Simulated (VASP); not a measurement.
# Fe (I4/mmm) in VASP: notebook

Runs on Fe. Level: PBE. Tasks: single point.

Everything below comes from runs of VASP 6.6.1. Logs are shortened: lines on timing, memory, paths and dates and some standing lists are left out, and cuts for length are marked.

## (1) The cell of the first run

The structure is tetragonal, space group I4/mmm (No. 139). Conventional cell: a = 3.053 Å, b = 3.053 Å, c = 2.630 Å, α = 90.00°, β = 90.00°, γ = 90.00°. Within 3.3 Å of Fe (site symmetry 4/mmm) lie 14 Fe at 2.53 to 3.05 Å.

## (2) Single point, PBE, collinear spin, ferromagnetic start (volume 12.259 Å^3 an atom, c/a of the conventional cell 0.8612)

Contents of INCAR:

```
SYSTEM = Fe
  ALGO = Normal
  EDIFF = 1E-6
  ENCUT = 520
  GGA = PE
  ISIF = 2
  ISMEAR = 0
  ISPIN = 2
  LASPH = .True.
  LCHARG = .False.
  LMAXMIX = 4
  LORBIT = 11
  LREAL = .False.
  LWAVE = .False.
  MAGMOM = 2.44
  NBANDS = 14
  NELM = 150
  PREC = Accurate
  SIGMA = 0.15
```

Contents of KPOINTS:

```
k-points
0
Gamma
  12 12 12
  0 0 0
```

Contents of POSCAR:

```
Fe
1.0
   -1.5267350553      1.5267350553      1.3148242296
    1.5267350553     -1.5267350553      1.3148242296
    1.5267350553      1.5267350553     -1.3148242296
Fe
1
Direct
    0.0000000000      0.0000000000      0.0000000000
```

Potentials or basis: VASP PAW PBE potentials, release 64 (Fe).

Command:

```console
$ cat potpaw_PBE.64/Fe/POTCAR > POTCAR
$ mpirun -np 1 vasp_std > vasp.out
```

OUTCAR:

```text
SYSTEM = Fe
   EDIFF = 1E-6
   ENCUT = 520
   GGA = PE
   ISIF = 2
   ISMEAR = 0
   ISPIN = 2
   LASPH = .True.
   LORBIT = 11
   LREAL = .False.
   NELM = 150
   PREC = Accurate

 ion  position               nearest neighbor table
   1  0.000  0.000  0.000-

  LATTYP: Found a body centered tetragonal cell.
 ALAT       =     3.0534701106
 C/A-ratio  =     0.8612000000

  Lattice vectors:

 A1 = (  -1.5267350553,   1.5267350553,   1.3148242296)
 A2 = (   1.5267350553,  -1.5267350553,   1.3148242296)
 A3 = (   1.5267350553,   1.5267350553,  -1.3148242296)

Analysis of symmetry for initial positions (statically):
=====================================================================
 Subroutine PRICEL returns:
 Original cell was already a primitive cell.

 Routine SETGRP: Setting up the symmetry group for a
 body centered tetragonal supercell.

 Subroutine GETGRP returns: Found 16 space group operations
 (whereof 16 operations were pure point group operations)
 out of a pool of 16 trial point group operations.

The static configuration has the point symmetry D_4h.

Analysis of symmetry for dynamics (positions and initial velocities):
=====================================================================
 Subroutine PRICEL returns:
 Original cell was already a primitive cell.

 Routine SETGRP: Setting up the symmetry group for a
 body centered tetragonal supercell.

 Subroutine GETGRP returns: Found 16 space group operations
 (whereof 16 operations were pure point group operations)
 out of a pool of 16 trial point group operations.

The dynamic configuration has the point symmetry D_4h.

Analysis of structural, dynamic, and magnetic symmetry:
=====================================================================
 Subroutine PRICEL returns:
 Original cell was already a primitive cell.

 Routine SETGRP: Setting up the symmetry group for a
 body centered tetragonal supercell.

 Subroutine GETGRP returns: Found 16 space group operations
 (whereof 16 operations were pure point group operations)
 out of a pool of 16 trial point group operations.

The overall configuration has the point symmetry D_4h.

 Subroutine INISYM returns: Found 16 space group operations
 (whereof 16 operations are pure point group operations),
 and found     1 'primitive' translations

----------------------------------------------------------------------------------------

                                     Primitive cell

  volume of cell :      12.2590

  direct lattice vectors                    reciprocal lattice vectors
    -1.526735055  1.526735055  1.314824230     0.000000000  0.327496246  0.380278967
     1.526735055 -1.526735055  1.314824230     0.327496246  0.000000000  0.380278967
     1.526735055  1.526735055 -1.314824230     0.327496246  0.327496246  0.000000000

  length of vectors
     2.527964124  2.527964124  2.527964124     0.501862416  0.501862416  0.463149633

  position of ions in fractional coordinates (direct lattice)
     0.000000000  0.000000000  0.000000000

  ion indices of the primitive-cell ions
   primitive index   ion index
                 1           1

----------------------------------------------------------------------------------------

 KPOINTS: k-points

Automatic generation of k-mesh.
 Grid dimensions read from file:
 generate k-points for:   12   12   12

 Generating k-lattice:

  Cartesian coordinates                     Fractional coordinates (reciprocal lattice)
     0.000000000  0.027291354  0.031689914     0.083333333 -0.000000000  0.000000000
     0.027291354  0.000000000  0.031689914    -0.000000000  0.083333333  0.000000000
     0.027291354  0.027291354  0.000000000     0.000000000  0.000000000  0.083333333

  Length of vectors
     0.041821868  0.041821868  0.038595803

  Shift w.r.t. Gamma in fractional coordinates (k-lattice)
     0.000000000  0.000000000  0.000000000

 Subroutine IBZKPT returns following result:
 ===========================================

 Found    163 irreducible k-points:

 Following reciprocal coordinates:
            Coordinates               Weight
  0.000000  0.000000  0.000000      1.000000
  0.083333 -0.000000  0.000000      8.000000
  0.166667 -0.000000  0.000000      8.000000
  0.250000 -0.000000  0.000000      8.000000
  0.333333 -0.000000  0.000000      8.000000
  0.416667 -0.000000  0.000000      8.000000
[... 16 lines left out ...]
  0.500000  0.166667  0.000000     16.000000
 -0.416667  0.166667 -0.000000     16.000000
 [... further k-points ...]
   k-points           NKPTS =    163   k-points in BZ     NKDIM =    163   number of bands    NBANDS=     14
   number of dos      NEDOS =    301   number of ions     NIONS =      1
   total plane-waves  NPLWV =   8000
   dimension x,y,z NGX =    20 NGY =   20 NGZ =   20
   dimension x,y,z NGXF=    40 NGYF=   40 NGZF=   40
   ions per type =               1
   NGX,Y,Z   is equivalent  to a cutoff of  13.15, 13.15, 13.15 a.u.
   NGXF,Y,Z  is equivalent  to a cutoff of  26.31, 26.31, 26.31 a.u.
 SYSTEM =  Fe
   PREC   = accura    normal or accurate (medium, high low for compatibility)
   ISTART =      0    job   : 0-new  1-cont  2-samecut
   ICHARG =      2    charge: 1-file 2-atom 10-const
   ISPIN  =      2    spin polarized calculation?
   LNONCOLLINEAR =      F non collinear calculations
   LSORBIT =      F    spin-orbit coupling
   LASPH  =      T    aspherical Exc in radial PAW
   ENCUT  =  520.0 eV  38.22 Ry    6.18 a.u.   4.70  4.70  4.70*2*pi/ulx,y,z
   NELM   =    150;   NELMIN=  2; NELMDL= -5     # of ELM steps
   EDIFF  = 0.1E-05   stopping-criterion for ELM
   LREAL  =      F    real-space projection
[... 7 lines left out ...]
   TEBEG  =    0.0;   TEEND  =   0.0 temperature during run
   PSTRESS=    0.0 pullay stress
   NELECT =       8.0000    total number of electrons
   NUPDOWN=      -1.0000    fix difference up-down
   EMIN   =  10.00;   EMAX   =-10.00  energy-range for DOS
   EFERMI =   0.00;   METHOD = LEGACY
   ISMEAR =     0;   SIGMA  =   0.15  broadening in eV -4-tet -1-fermi 0-gaus
   EFERMI_NEDOS =   21; number of points for ismear=-14 and -15
   IALGO  =     38    algorithm
   IMIX   =      4    mixing-type and parameters
     AMIX     =   0.40;   BMIX     =  1.00
     AMIX_MAG =   1.60;   BMIX_MAG =  1.00
  volume/ion in A,a.u.               =      12.26        82.73
  Fermi-wavevector in a.u.,A,eV,Ry     =   1.419994  2.683399 27.434552  2.016383
  Thomas-Fermi vector in A             =   2.540956
   LORBIT       =     11    0 simple, 1 ext, 2 COOP (PROOUT), +10 PAW based schemes
   GGA     = PE    functional components
   LHFCALC =     F    Hartree Fock is set to
   AEXX    =    0.0000 exact exchange contribution
   IVDW    =     0    specifies the selected vdW correction
   LEPSILON=     F    determine dielectric tensor
   LRPA    =     F    only Hartree local field effects (RPA)
 spin polarized calculation
 Gauss-broadening in eV      SIGMA  =   0.15
  energy-cutoff  :      520.00
  volume of cell :       12.26
 maximum number of plane-waves:       349
   NGX =  9   NGY =  9   NGZ =  9

 number of electron       8.0000001 magnetization       2.4897289

 Free energy of the ion-electron system (eV)
  ---------------------------------------------------
  ext. energy  EPLUGINS =         0.00000000
  ---------------------------------------------------
  free energy    TOTEN  =        -8.16038974 eV

  energy without entropy =       -8.15027523  energy(sigma->0) =       -8.15533249

 E-fermi :   5.1673     XC(G=0): -12.6773

 val. band max:        5.1603699471   @ k =  -0.1667   0.5000   0.1667
 cond. band min:       5.1741428749   @ k =  -0.2500   0.2500   0.0000
 fundamental gap:      0.0137729279
 Fermi energy:         5.1673390821

 spin component 1

 k-point     1 :       0.0000    0.0000    0.0000
  band No.  band energies     occupation
      1      -2.9327      1.00000
      2       2.4106      1.00000
      3       3.1659      1.00000
      4       3.1659      1.00000
      5       3.4533      1.00000
      6       4.2259      1.00000
      7      27.7677      0.00000
      8      27.7677      0.00000
      9      32.0106      0.00000
     10      32.7443      0.00000
     11      32.8101      0.00000
     12      35.2467      0.00000
     13      35.2467      0.00000
     14      35.6548      0.00000
[... 375 lines left out ...]
 k-point    24 :      -0.4167    0.1667   -0.0000
  band No.  band energies     occupation
      1       0.7187      1.00000
      2       1.9984      1.00000
      3       2.6385      1.00000
      4       3.9148      1.00000
      5       3.9967      1.00000
      6       5.5242      0.00038
      7      17.7811      0.00000
      8      18.5850      0.00000
      9      24.8287      0.00000
     10      28.5697      0.00000
     11      35.9468      0.00000
     12      36.8046      0.00000
     13      40.4628      0.00000
     14      41.8066      0.00000

 [... further k-points ...]

 spin component 2

 k-point     1 :       0.0000    0.0000    0.0000
  band No.  band energies     occupation
      1      -2.7363      1.00000
      2       4.4511      1.00000
      3       5.5619      0.00010
      4       5.5619      0.00010
      5       6.1195      0.00000
      6       7.3651      0.00000
      7      27.6523      0.00000
      8      27.6523      0.00000
      9      31.8125      0.00000
     10      33.1351      0.00000
     11      33.4724      0.00000
     12      35.5395      0.00000
     13      36.2088      0.00000
     14      36.2088      0.00000
[... 375 lines left out ...]
 k-point    24 :      -0.4167    0.1667   -0.0000
  band No.  band energies     occupation
      1       1.3982      1.00000
      2       3.9196      1.00000
      3       4.5778      1.00000
      4       6.5391      0.00000
      5       6.9550      0.00000
      6       7.8211      0.00000
      7      18.5783      0.00000
      8      19.3294      0.00000
      9      25.3565      0.00000
     10      28.9494      0.00000
     11      36.3762      0.00000
     12      36.8870      0.00000
     13      40.8432      0.00000
     14      42.5609      0.00000

 [... further k-points ...]
[... 5 lines left out ...]
  --------------------------------------------------------------------------------------
  -------------------------------------------------------------------------------------
  Total       -0.8925089     -0.8925089      0.2373760      0.0000000     -0.0000000      0.0000000
  in kB     -116.6455342   -116.6455342     31.0236142      0.0000000     -0.0000000      0.0000000
  external PRESSURE =     -67.4224847 kB  Pullay stress =       0.0000000 kB

 VOLUME and BASIS-vectors are now :
 -----------------------------------------------------------------------------
  energy-cutoff  :      520.00
  volume of cell :       12.26
      direct lattice vectors                 reciprocal lattice vectors
    -1.526735055  1.526735055  1.314824230     0.000000000  0.327496246  0.380278967
     1.526735055 -1.526735055  1.314824230     0.327496246  0.000000000  0.380278967
     1.526735055  1.526735055 -1.314824230     0.327496246  0.327496246  0.000000000

 POSITION                                       TOTAL-FORCE (eV/Angst)
 -----------------------------------------------------------------------------------
      0.00000      0.00000      0.00000         0.000000      0.000000      0.000000
 -----------------------------------------------------------------------------------
    total drift:                                0.000000     -0.000000      0.000000

  FREE ENERGIE OF THE ION-ELECTRON SYSTEM (eV)
  ---------------------------------------------------
  free  energy   TOTEN  =        -8.1603897381 eV

  energy  without entropy=       -8.1502752335  energy(sigma->0) =       -8.15533249

 total charge

# of ion       s       p       d       tot
------------------------------------------
    1        0.462   0.479   6.189   7.130

 magnetization (x)

# of ion       s       p       d       tot
------------------------------------------
    1       -0.014  -0.051   2.562   2.497
```

Run time: 70 s. Hardware: 1 thread of AMD EPYC 7R43 (Zen 3), shared host; peak memory 0.12 GiB.

What came out:

```yaml
Free_energy: -8.1604 eV
Pressure: -6.7 GPa
Net_moment: 2.49 μB per cell
Site_moments: Fe +2.50 μB
Valence_electrons_inside_the_program's_atomic_spheres: Fe 7.13
```

Stress tensor (GPa, compression positive):
```
-11.66   0.00   0.00
  0.00 -11.66   0.00
  0.00   0.00   3.10
```

## (3) Single point, PBE, collinear spin, ferromagnetic start (volume 12.259 Å^3 an atom, c/a of the conventional cell 0.9280)

Contents of INCAR:

```
PREC = Accurate
ENCUT = 520
EDIFF = 1E-6
ISMEAR = 0
SIGMA = 0.15
LREAL = False
LASPH = True
NELM = 150
ALGO = Normal
ISIF = 2
LWAVE = False
LCHARG = True
ISPIN = 2
MAGMOM = 2.44
LORBIT = 11
LMAXMIX = 4
GGA = PE
LELF = True
LVHAR = True
NBANDS = 14
```

Contents of KPOINTS:

```
Automatic mesh
0
Gamma
  12 12 12
```

Contents of POSCAR:

```
Fe
1.0
   -1.4891862781      1.4891862781      1.3819648661
    1.4891862781     -1.4891862781      1.3819648661
    1.4891862781      1.4891862781     -1.3819648661
Fe
1
Direct
    0.0000000000      0.0000000000      0.0000000000
```

Potentials or basis: VASP PAW PBE potentials, release 64 (Fe).

Command:

```console
$ cat potpaw_PBE.64/Fe/POTCAR > POTCAR
$ mpirun -np 1 vasp_std > vasp.out
```

Run time: 66 s. Hardware: 1 thread of AMD EPYC 7R43 (Zen 3), shared host; peak memory 0.12 GiB.

Results (log left out):

```yaml
Free_energy: -8.2019 eV
Pressure: -9.6 GPa
Net_moment: 2.41 μB per cell
Site_moments: Fe +2.42 μB
Valence_electrons_inside_the_program's_atomic_spheres: Fe 7.12
```

Stress tensor (GPa, compression positive):
```
-12.03   0.00   0.00
  0.00 -12.03   0.00
  0.00   0.00  -4.85
```

Levels at points of the mesh, in eV from the Fermi level:
Spin up:
```csv
k point,band 1,band 2,band 3,band 4,band 5,band 6,band 7,band 8,band 9,band 10
"(0.00, 0.00, 0.00)",-8.01,-2.45,-2.09,-2.09,-1.34,-0.97,23.59,23.59,25.47,28.30
"(0.50, 0.00, 0.00)",-4.58,-3.33,-1.15,-0.70,0.17,0.75,6.94,17.20,18.32,21.86
"(0.50, 0.50, 0.00)",-4.56,-2.87,-1.34,-1.11,0.09,0.16,6.15,18.87,20.60,23.50
"(0.50, 0.50, 0.50)",-4.52,-4.38,-0.13,-0.13,0.03,8.48,8.48,11.31,14.14,15.24
```
Spin down:
```
           k point  band 1  band 2  band 3  band 4  band 5  band 6  band 7  band 8
(0.00, 0.00, 0.00)   -7.84   -0.40    0.14    0.14    1.44    2.03   23.34   23.34
(0.50, 0.00, 0.00)   -3.14   -1.42    0.85    1.71    2.17    2.64    8.43   17.27
(0.50, 0.50, 0.00)   -3.22   -0.81    0.23    1.25    1.89    2.63    7.68   18.80
(0.50, 0.50, 0.50)   -2.58   -2.45    2.37    2.37    2.41    8.78    8.78   11.63
```

## (4) Single point, PBE, collinear spin, ferromagnetic start (volume 12.259 Å^3 an atom, c/a of the conventional cell 1.2513)

Contents of INCAR:

```
SYSTEM = Fe
PREC = Accurate
ENCUT = 520
EDIFF = 1E-6
ISMEAR = 0
SIGMA = 0.15
LREAL = .False.
LASPH = .True.
NELM = 150
ALGO = Normal
ISIF = 2
LWAVE = .False.
LCHARG = .False.
ISPIN = 2
MAGMOM = 2.44
LORBIT = 11
LMAXMIX = 4
GGA = PE
NBANDS = 14
```

Contents of KPOINTS:

```
regular mesh
0
Gamma
  12 12 12
  0 0 0
```

Contents of POSCAR:

```
Fe
1.0
   -1.3479626841      1.3479626841      1.6867057066
    1.3479626841     -1.3479626841      1.6867057066
    1.3479626841      1.3479626841     -1.6867057066
Fe
1
Direct
    0.0000000000      0.0000000000      0.0000000000
```

Command:

```console
$ cat potpaw_PBE.64/Fe/POTCAR > POTCAR
$ mpirun -np 1 vasp_std > vasp.out
```

Wall time 96 s (1 thread of AMD EPYC 7R43 (Zen 3), shared host); peak memory 0.12 GiB.

It converged, with:

- Free energy: -8.1341 eV
- Pressure: -6.0 GPa
- Net moment: 2.51 μB per cell
- Site moments: Fe +2.52 μB
- Valence electrons inside the program's atomic spheres: Fe 7.12

Stress tensor (GPa, compression positive):
```
 -2.27   0.00   0.00
  0.00  -2.27   0.00
  0.00   0.00 -13.46
```

Levels at points of the mesh, in eV from the Fermi level:
Spin up:
```
           k point  band 3  band 4  band 5  band 6  band 7  band 8
(0.00, 0.00, 0.00)   -2.42   -1.90   -1.67   -1.13   22.00   25.16
(0.50, 0.00, 0.00)   -2.08   -0.70   -0.21    0.03    6.02   19.52
(0.50, 0.50, 0.00)   -0.69   -0.56    0.06    1.70    8.18   14.92
(0.50, 0.50, 0.50)   -0.48   -0.10   -0.10    4.53   11.19   12.20
```
Spin down:
| k point | band 1 | band 2 | band 3 | band 4 | band 5 | band 6 | band 7 | band 8 |
| --- | --- | --- | --- | --- | --- | --- | --- | --- |
| (0.00, 0.00, 0.00) | -7.94 | -0.25 | -0.25 | 0.72 | 0.96 | 2.00 | 21.65 | 25.24 |
| (0.50, 0.00, 0.00) | -3.28 | -0.52 | 0.13 | 0.64 | 2.22 | 2.45 | 7.62 | 19.35 |
| (0.50, 0.50, 0.00) | -3.10 | -2.15 | 1.88 | 2.32 | 2.40 | 2.60 | 9.68 | 15.27 |
| (0.50, 0.50, 0.50) | -2.82 | -2.33 | 2.33 | 2.42 | 2.42 | 4.78 | 12.57 | 12.58 |

## (5) Summary

```csv
cell,gap on the mesh (eV),pressure (GPa),moment (μB)
"a = 2.528 Å, angles 105.7, 105.7, 117.3°, 1 atom",none,-6.7,2.49
"a = 2.519 Å, angles 107.5, 107.5, 113.5°, 1 atom",none,-9.6,2.41
"a = 2.545 Å, angles 116.0, 116.0, 97.0°, 1 atom",none,-6.0,2.51
```

Alike in all rows: task single point; level PBE; potentials or basis VASP PAW PBE potentials, release 64 (Fe); spin collinear, ferromagnetic start; k mesh 12 × 12 × 12; cutoff (eV) 520; smearing gaussian 0.15 eV.

Absolute energies hang on the potentials; compare differences alone.
